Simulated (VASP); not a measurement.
# MgO (Amm2) in VASP: notebook

MgO is run at these levels: PBE; tasks: single point.

Program: VASP 6.6.1. These are calculated values, not measurements. Logs are shortened: lines on timing, memory, paths and dates and some standing lists are left out, and cuts for length are marked.

### 1 The cell of the first run

It takes space group Amm2 (No. 38, orthorhombic). The conventional cell has a = 2.680 Å, b = 2.761 Å, c = 5.394 Å, α = 90.00°, β = 90.00°, γ = 90.00°. Within 2.8 Å of Mg (site symmetry mm2) lie 6 O at 2.12 to 2.24 Å and 4 Mg at 2.68 to 2.76 Å. Within 2.8 Å of O (site symmetry mm2) lie 6 Mg at 2.12 to 2.24 Å and 4 O at 2.68 to 2.76 Å.

### 2 Single point, PBE (strain -0.0600 x Voigt [1, -1, 0, 0, 0, 0])

The input, INCAR:

```
ALGO = Normal ; EDIFF = 1E-6
ENCUT = 520 ; GGA = PE
ISIF = 2 ; ISMEAR = 0
LASPH = T ; LCHARG = F
LREAL = F ; LWAVE = F
NBANDS = 11 ; NELM = 100
PREC = Accurate ; SIGMA = 0.05
```

The input, KPOINTS:

```
k-points
0
Gamma
  12 12 8
```

The input, POSCAR:

```
MgO
1.0
    2.7614610074      0.0000000000      0.0000000000
   -1.3807305037      2.6967926670      0.0000000000
    0.0000000000      0.0000000000      2.6797873418
Mg O
1 1
Direct
    0.0000000000      0.0000000000      0.0000000000
    0.3333333333      0.6666666667      0.5000000000
```

Potentials or basis: VASP PAW PBE potentials, release 64 (Mg, O).

Command:

```bash
$ cat potpaw_PBE.64/Mg/POTCAR potpaw_PBE.64/O/POTCAR > POTCAR
$ mpirun -np 1 vasp_std > vasp.out
```

OUTCAR:

```text
EDIFF = 1E-6
   ENCUT = 520
   GGA = PE
   ISIF = 2
   ISMEAR = 0
   LASPH = T
   LREAL = F
   NELM = 100
   PREC = Accurate

 ion  position               nearest neighbor table
   1  0.000  0.000  0.000-   2 2.12   2 2.12   2 2.12   2 2.12   2 2.24   2 2.24
   2  0.333  0.667  0.500-   1 2.12   1 2.12   1 2.12   1 2.12   1 2.24   1 2.24

  LATTYP: Found a base centered orthorhombic cell.
 ALAT       =     2.7614610074
 B/A-ratio  =     1.9531636766
 C/A-ratio  =     0.9704237484

  Lattice vectors:

 A1 = (   1.3807305037,  -2.6967926670,   0.0000000000)
 A2 = (   1.3807305037,   2.6967926670,   0.0000000000)
 A3 = (   0.0000000000,   0.0000000000,   2.6797873418)

Analysis of symmetry for initial positions (statically):
=====================================================================
 Subroutine PRICEL returns:
 Original cell was already a primitive cell.

 Routine SETGRP: Setting up the symmetry group for a
 base centered orthorhombic supercell.

 Subroutine GETGRP returns: Found  4 space group operations
 (whereof  4 operations were pure point group operations)
 out of a pool of  8 trial point group operations.

The static configuration has the point symmetry C_2v.

Analysis of symmetry for dynamics (positions and initial velocities):
=====================================================================
 Subroutine PRICEL returns:
 Original cell was already a primitive cell.

 Routine SETGRP: Setting up the symmetry group for a
 base centered orthorhombic supercell.

 Subroutine GETGRP returns: Found  4 space group operations
 (whereof  4 operations were pure point group operations)
 out of a pool of  8 trial point group operations.

The dynamic configuration has the point symmetry C_2v.

 Subroutine INISYM returns: Found  4 space group operations
 (whereof  4 operations are pure point group operations),
 and found     1 'primitive' translations

----------------------------------------------------------------------------------------

                                     Primitive cell

  volume of cell :      19.9566

  direct lattice vectors                    reciprocal lattice vectors
     2.761461007  0.000000000  0.000000000     0.362127148  0.185405428  0.000000000
    -1.380730504  2.696792667  0.000000000     0.000000000  0.370810857  0.000000000
     0.000000000  0.000000000  2.679787342     0.000000000  0.000000000  0.373163939

  length of vectors
     2.761461007  3.029704179  2.679787342     0.406830732  0.370810857  0.373163939

  position of ions in fractional coordinates (direct lattice)
     0.000000000  0.000000000  0.000000000
     0.333333333  0.666666667  0.500000000

  ion indices of the primitive-cell ions
   primitive index   ion index
                 1           1
                 2           2

----------------------------------------------------------------------------------------

 KPOINTS: k-points

Automatic generation of k-mesh.
 Grid dimensions read from file:
 generate k-points for:   12   12    8

 Generating k-lattice:

  Cartesian coordinates                     Fractional coordinates (reciprocal lattice)
     0.030177262  0.015450452  0.000000000     0.083333333  0.000000000  0.000000000
     0.000000000  0.030900905  0.000000000     0.000000000  0.083333333  0.000000000
     0.000000000  0.000000000  0.046645492     0.000000000  0.000000000  0.125000000

  Length of vectors
     0.033902561  0.030900905  0.046645492

  Shift w.r.t. Gamma in fractional coordinates (k-lattice)
     0.000000000  0.000000000  0.000000000

 Subroutine IBZKPT returns following result:
 ===========================================

 Found    215 irreducible k-points:

 Following reciprocal coordinates:
            Coordinates               Weight
  0.000000  0.000000  0.000000      1.000000
  0.083333 -0.000000  0.000000      4.000000
  0.166667 -0.000000  0.000000      4.000000
  0.250000 -0.000000  0.000000      4.000000
  0.333333 -0.000000  0.000000      4.000000
  0.416667 -0.000000  0.000000      4.000000
[... 16 lines left out ...]
  0.333333  0.166667  0.000000      4.000000
  0.416667  0.166667  0.000000      4.000000
 [... further k-points ...]
   k-points           NKPTS =    215   k-points in BZ     NKDIM =    215   number of bands    NBANDS=     11
   number of dos      NEDOS =    301   number of ions     NIONS =      2
   total plane-waves  NPLWV =  11520
   dimension x,y,z NGX =    24 NGY =   24 NGZ =   20
   dimension x,y,z NGXF=    48 NGYF=   48 NGZF=   40
   ions per type =               1   1
   NGX,Y,Z   is equivalent  to a cutoff of  14.45, 13.17, 12.41 a.u.
   NGXF,Y,Z  is equivalent  to a cutoff of  28.90, 26.34, 24.81 a.u.
 SYSTEM =  unknown system
   PREC   = accura    normal or accurate (medium, high low for compatibility)
   ISTART =      0    job   : 0-new  1-cont  2-samecut
   ICHARG =      2    charge: 1-file 2-atom 10-const
   ISPIN  =      1    spin polarized calculation?
   LNONCOLLINEAR =      F non collinear calculations
   LSORBIT =      F    spin-orbit coupling
   LASPH  =      T    aspherical Exc in radial PAW
   ENCUT  =  520.0 eV  38.22 Ry    6.18 a.u.   5.13  5.63  4.98*2*pi/ulx,y,z
   NELM   =    100;   NELMIN=  2; NELMDL= -5     # of ELM steps
   EDIFF  = 0.1E-05   stopping-criterion for ELM
   LREAL  =      F    real-space projection
   EDIFFG = 0.1E-04   stopping-criterion for IOM
   NSW    =      0    number of steps for IOM
   IBRION =     -1    ionic relax: 0-MD 1-quasi-New 2-CG
   NFREE  =      0    steps in history (QN), initial steepest desc. (CG)
   ISIF   =      2    stress and relaxation
   ISYM   =      2    0-nonsym 1-usesym 2-fastsym
   POTIM  = 0.5000    time-step for ionic-motion
   TEBEG  =    0.0;   TEEND  =   0.0 temperature during run
   PSTRESS=    0.0 pullay stress
   NELECT =       8.0000    total number of electrons
   NUPDOWN=      -1.0000    fix difference up-down
   EMIN   =  10.00;   EMAX   =-10.00  energy-range for DOS
   EFERMI =   0.00;   METHOD = LEGACY
   ISMEAR =     0;   SIGMA  =   0.05  broadening in eV -4-tet -1-fermi 0-gaus
   EFERMI_NEDOS =   21; number of points for ismear=-14 and -15
   IALGO  =     38    algorithm
   IMIX   =      4    mixing-type and parameters
     AMIX     =   0.40;   BMIX     =  1.00
     AMIX_MAG =   1.60;   BMIX_MAG =  1.00
  volume/ion in A,a.u.               =       9.98        67.34
  Fermi-wavevector in a.u.,A,eV,Ry     =   1.207098  2.281085 19.824855  1.457086
  Thomas-Fermi vector in A             =   2.342746
   LORBIT       =      0    0 simple, 1 ext, 2 COOP (PROOUT), +10 PAW based schemes
   GGA     = PE    functional components
   LHFCALC =     F    Hartree Fock is set to
   AEXX    =    0.0000 exact exchange contribution
   IVDW    =     0    specifies the selected vdW correction
   LEPSILON=     F    determine dielectric tensor
   LRPA    =     F    only Hartree local field effects (RPA)
 non-spin polarized calculation
 Gauss-broadening in eV      SIGMA  =   0.05
  energy-cutoff  :      520.00
  volume of cell :       19.96
 maximum number of plane-waves:       552
 NGX is ok and might be reduce to    24
   NGX = 11   NGY = 11   NGZ =  9

 number of electron       7.9999994 magnetization

 Free energy of the ion-electron system (eV)
  ---------------------------------------------------
  ext. energy  EPLUGINS =         0.00000000
  ---------------------------------------------------
  free energy    TOTEN  =       -11.11255116 eV

  energy without entropy =      -11.11255116  energy(sigma->0) =      -11.11255116

 E-fermi :   3.8750     XC(G=0): -10.7514

 val. band max:        3.6016905138   @ k =   0.0000   0.0000   0.5000
 cond. band min:       6.2386799209   @ k =   0.0000   0.0000   0.0000
 fundamental gap:      2.6369894071
 Fermi energy:         3.8750184897

 k-point     1 :       0.0000    0.0000    0.0000
  band No.  band energies     occupation
      1     -14.1048      2.00000
      2       2.3761      2.00000
      3       2.9293      2.00000
      4       3.1710      2.00000
      5       6.2387      0.00000
      6      15.0606      0.00000
      7      18.0442      0.00000
      8      20.4999      0.00000
      9      23.1773      0.00000
     10      24.0862      0.00000
     11      24.6786      0.00000

 k-point     2 :       0.0833   -0.0000    0.0000
  band No.  band energies     occupation
      1     -14.0366      2.00000
      2       2.1935      2.00000
      3       2.7842      2.00000
      4       2.9556      2.00000
      5       6.7116      0.00000
      6      15.1001      0.00000
      7      17.9924      0.00000
      8      19.6269      0.00000
      9      23.7994      0.00000
     10      24.0016      0.00000
     11      25.5436      0.00000

 k-point     3 :       0.1667   -0.0000    0.0000
  band No.  band energies     occupation
      1     -13.8439      2.00000
      2       1.4033      2.00000
      3       2.3815      2.00000
      4       3.0287      2.00000
      5       7.6460      0.00000
      6      14.9760      0.00000
      7      17.4352      0.00000
      8      19.4647      0.00000
      9      23.7569      0.00000
     10      23.9494      0.00000
     11      26.6971      0.00000
[... 267 lines left out ...]
 k-point    23 :       0.3333    0.1667    0.0000
  band No.  band energies     occupation
      1     -13.0270      2.00000
      2      -0.8824      2.00000
      3       0.9737      2.00000
      4       3.3129      2.00000
      5      10.4382      0.00000
      6      14.3014      0.00000
      7      16.1169      0.00000
      8      21.2733      0.00000
      9      22.6375      0.00000
     10      25.5485      0.00000
     11      25.7756      0.00000

 k-point    24 :       0.4167    0.1667    0.0000
  band No.  band energies     occupation
      1     -12.9060      2.00000
      2      -1.1006      2.00000
      3       0.9043      2.00000
      4       3.3571      2.00000
      5      10.5565      0.00000
      6      14.1314      0.00000
      7      16.0921      0.00000
      8      21.2416      0.00000
      9      22.6667      0.00000
     10      25.0114      0.00000
     11      25.4659      0.00000

 [... further k-points ...]

------------------------ aborting loop because EDIFF is reached ----------------------------------------

  FORCE on cell =-STRESS in cart. coord.  units (eV):
  Direction    XX          YY          ZZ          XY          YZ          ZX
  --------------------------------------------------------------------------------------
  -------------------------------------------------------------------------------------
  Total        2.2061333     -1.8827697      0.0153167      0.0000000      0.0000000      0.0000000
  in kB      177.1150745   -151.1544641      1.2296716      0.0000000      0.0000000      0.0000000
  external PRESSURE =       9.0634273 kB  Pullay stress =       0.0000000 kB

 VOLUME and BASIS-vectors are now :
 -----------------------------------------------------------------------------
  energy-cutoff  :      520.00
  volume of cell :       19.96
      direct lattice vectors                 reciprocal lattice vectors
     2.761461007  0.000000000  0.000000000     0.362127148  0.185405428  0.000000000
    -1.380730504  2.696792667  0.000000000     0.000000000  0.370810857  0.000000000
     0.000000000  0.000000000  2.679787342     0.000000000  0.000000000  0.373163939

 POSITION                                       TOTAL-FORCE (eV/Angst)
 -----------------------------------------------------------------------------------
      0.00000      0.00000      0.00000         0.000000     -0.077682      0.000000
     -0.00000      1.79786      1.33989         0.000000      0.077682      0.000000
 -----------------------------------------------------------------------------------
    total drift:                                0.000000      0.000007     -0.000000

  FREE ENERGIE OF THE ION-ELECTRON SYSTEM (eV)
  ---------------------------------------------------
  free  energy   TOTEN  =       -11.1125511623 eV

  energy  without entropy=      -11.1125511623  energy(sigma->0) =      -11.11255116
```

It took 36 s on 1 thread of Intel Xeon 8259CL, shared host; peak memory 0.17 GiB.

What came out:

| Property | Result |
| --- | --- |
| Free energy | -11.1126 eV |
| Pressure | 0.9 GPa |
| Largest force | 0.078 eV/Å |
| Band gap on the k mesh | 2.64 eV (least direct gap 3.07 eV) |

Forces in eV/Å, atoms in the order of the input:
```
Mg   0.000 -0.078  0.000
O    0.000  0.078  0.000
```

Caveat: the cell differs from its parent crystal (strain -0.0600 x Voigt [1, -1, 0, 0, 0, 0]). A k mesh can miss the band edges.

### 3 Single point, PBE (strain +0.0450 x Voigt [1, -1, 0, 0, 0, 0])

The input, INCAR:

```
SYSTEM = MgO
PREC = Accurate
ENCUT = 520
EDIFF = 1E-6
ISMEAR = 0
SIGMA = 0.05
LREAL = .FALSE.
LASPH = .TRUE.
NELM = 100
ALGO = Normal
ISIF = 2
LWAVE = .FALSE.
LCHARG = .FALSE.
GGA = PE
NBANDS = 11
```

The input, KPOINTS:

```
regular mesh
0
G
  12 12 8
  0 0 0
```

The input, POSCAR:

```
MgO
1.0
    3.0699220773      0.0000000000      0.0000000000
   -1.5349610387      2.4296575443      0.0000000000
    0.0000000000      0.0000000000      2.6797873418
Mg O
1 1
Direct
    0.0000000000      0.0000000000      0.0000000000
    0.3333333333      0.6666666667      0.5000000000
```

Potentials or basis: VASP PAW PBE potentials, release 64 (Mg, O).

Command:

```bash
$ cat potpaw_PBE.64/Mg/POTCAR potpaw_PBE.64/O/POTCAR > POTCAR
$ mpirun -np 1 vasp_std > vasp.out
```

Run time: 40 s. Hardware: 1 thread of Intel Xeon 8259CL, shared host; peak memory 0.17 GiB.

The run converged. Its results:

- Free energy: -11.1746 eV
- Pressure: 0.2 GPa
- Largest force: 0.059 eV/Å
- Band gap on the k mesh: 2.89 eV (least direct gap 3.35 eV)

Forces in eV/Å, atoms in the order of the input:
```
Mg   0.000 -0.059  0.000
O    0.000  0.059  0.000
```

Stress tensor (GPa, compression positive):
```
-9.16  0.00  0.00
 0.00  9.91  0.00
 0.00  0.00 -0.18
```

Levels at points of the mesh, in eV from the valence-band top:
```tsv
k point	band 1	band 2	band 3	band 4	band 5	band 6	band 7	band 8	band 9
(0.00, 0.00, 0.00)	-17.51	-0.87	-0.48	-0.46	2.89	11.76	14.57	16.75	19.89
(0.50, 0.00, 0.00)	-16.53	-5.05	-1.12	-0.15	6.81	10.22	12.98	18.30	18.58
(0.00, 0.50, 0.00)	-16.33	-4.76	-1.85	-0.06	5.95	10.94	13.19	16.72	19.23
(0.00, 0.00, 0.50)	-16.44	-5.43	-0.30	0.00	8.14	8.89	16.44	17.68	18.67
(0.50, 0.00, 0.50)	-15.77	-3.85	-3.47	-0.67	5.53	11.85	13.98	14.32	16.01
(0.00, 0.50, 0.50)	-15.60	-3.63	-3.33	-1.28	6.19	10.47	13.65	13.71	15.61
```

Caveat: the cell differs from its parent crystal (strain +0.0450 x Voigt [1, -1, 0, 0, 0, 0]).
